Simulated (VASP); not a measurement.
KBr: single point with PBE

Crystal: KBr.

```
CELL_PARAMETERS angstrom
-0.02429 3.33338 3.33407
3.34199 -0.00614 3.31593
3.32143 3.29468 0.01441
ATOMIC_POSITIONS crystal
K 0.97056 0.01557 0.96798
Br 0.50207 0.46678 0.51371
```

| Property | Result |
| --- | --- |
| Program | VASP 6.6.1 |
| Task | single point |
| Functional | PBE |
| Potentials or basis | VASP PAW PBE potentials, release 64 (K_sv, Br) |
| Cutoff | 520 eV |
| k mesh | 4 × 4 × 4 |
| Occupations | methfessel-paxton, width 0.01 eV |
| Spin | no spin polarisation |

```json
{"Pressure": "0.8 GPa", "Largest force": "0.362 eV/Å", "Band gap on the k mesh": "4.37 eV"}
```

Forces in eV/Å, atoms in the order of the input:
```
K   -0.014  0.357 -0.056
Br   0.014 -0.357  0.056
```

Stress tensor (GPa, compression positive):
```
0.15 0.07 0.00
0.07 1.69 0.03
0.00 0.03 0.42
```

Levels at points of the mesh, in eV from the valence-band top:
```tsv
k point	band 4	band 5	band 6	band 7	band 8	band 9	band 10	band 11	band 12	band 13
(0.00, 0.00, 0.00)	-11.29	-11.27	-0.04	-0.02	0.00	4.37	7.58	7.65	7.74	8.43
(0.50, 0.00, 0.00)	-11.29	-11.03	-1.13	-0.30	-0.27	6.51	8.05	9.47	9.51	10.00
(0.00, 0.50, 0.00)	-11.29	-11.04	-1.13	-0.33	-0.29	6.53	8.13	9.46	9.65	9.95
(0.50, 0.50, 0.00)	-11.32	-11.28	-0.78	-0.32	-0.27	5.96	7.08	9.31	9.36	9.72
(0.00, 0.00, 0.50)	-11.30	-11.04	-1.12	-0.33	-0.32	6.52	8.16	9.44	9.66	9.97
(0.50, 0.00, 0.50)	-11.32	-11.30	-0.77	-0.28	-0.28	5.90	7.12	8.69	9.38	10.42
(0.00, 0.50, 0.50)	-11.32	-11.29	-0.79	-0.30	-0.26	5.98	7.07	9.33	9.36	9.63
(0.50, 0.50, 0.50)	-11.29	-11.03	-1.13	-0.32	-0.29	6.51	8.09	9.44	9.52	10.04
```

Wall time 17 s on 1 thread of Intel(R) Xeon(R) 6975P-C (Granite Rapids) (shared host), peak memory 0.22 GiB.

A hybrid or GW would open this gap; PBE tends to underestimate it.
